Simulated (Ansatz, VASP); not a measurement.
**Two plane-wave programs on Se**

```
CELL_PARAMETERS angstrom
3.81169 0.00000 0.00000
0.00000 3.81169 0.00000
0.00000 0.00000 6.61451
ATOMIC_POSITIONS crystal
Se 0.11581 0.11581 0.50000
Se 0.38419 0.61581 0.75000
Se 0.61581 0.38419 0.25000
Se 0.88419 0.88419 0.00000
```

Alike in both runs: functional PBE; k mesh 4 × 4 × 4; occupations gaussian, width 0.1 eV; no spin polarisation.

Ansatz relaxed the structure, and its values are those at the end. VASP's run is a single point on that final structure, the one shown.

|  | VASP | Ansatz |
| --- | --- | --- |
| version | VASP 6.6.1 | Ansatz 0.2.0 |
| potentials or method | VASP PAW PBE potentials, release 64 (Se), cutoff 520 eV | scalar-relativistic, plane waves, PAW |
| valence electrons in the cell | 24 | 64 |

|  | VASP | Ansatz | Ansatz less VASP |
| --- | --- | --- | --- |
| gap on the k mesh at the Fermi level (eV) | 0.09 | 0.09 | +0.003 |
| least direct gap on the mesh (eV) | 0.35 | 0.36 | +0.005 |
| pressure (GPa) | 0.3 | 0.3 | -0.03 |

VASP's potentials hold 24 valence electrons a cell and Ansatz's 64, so a difference there can come from the potentials and not from the codes.
